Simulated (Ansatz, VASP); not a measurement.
**One calculation of ZrB2, two programs**

```xyz
3
Lattice="3.1675 0.0000 0.0000 -1.5838 2.7432 0.0000 0.0000 0.0000 3.5524" Properties=species:S:1:pos:R:3 pbc="T T T"
Zr    0.0000    0.0000    0.0000
B     0.0000    1.8288    1.7762
B     1.5838    0.9144    1.7762
```

Alike in both runs: task single point; functional PBE; k mesh 6 × 6 × 6; occupations gaussian, width 0.1 eV; no spin polarisation.

```csv
,VASP,Ansatz
version,VASP 6.6.1,Ansatz 0.2.0
potentials or method,"VASP PAW PBE potentials, release 64 (Zr_sv, B), cutoff 500 eV","scalar-relativistic, plane waves, PAW"
valence electrons in the cell,18,18
```

```tsv
	VASP	Ansatz	Ansatz less VASP
gap on the k mesh at the Fermi level (eV)	none	none	-
pressure (GPa)	0.3	0.2	-0.17
traceless stress, the component that is largest in VASP (GPa)	-1.92	-1.97	-0.044
```

A gap of «none» marks a metal or a gap that the smearing closes. The functional is the same, so the differences come from potentials, cutoffs and numerics.

The k mesh is coarse, so the values compare programs but aren't converged.
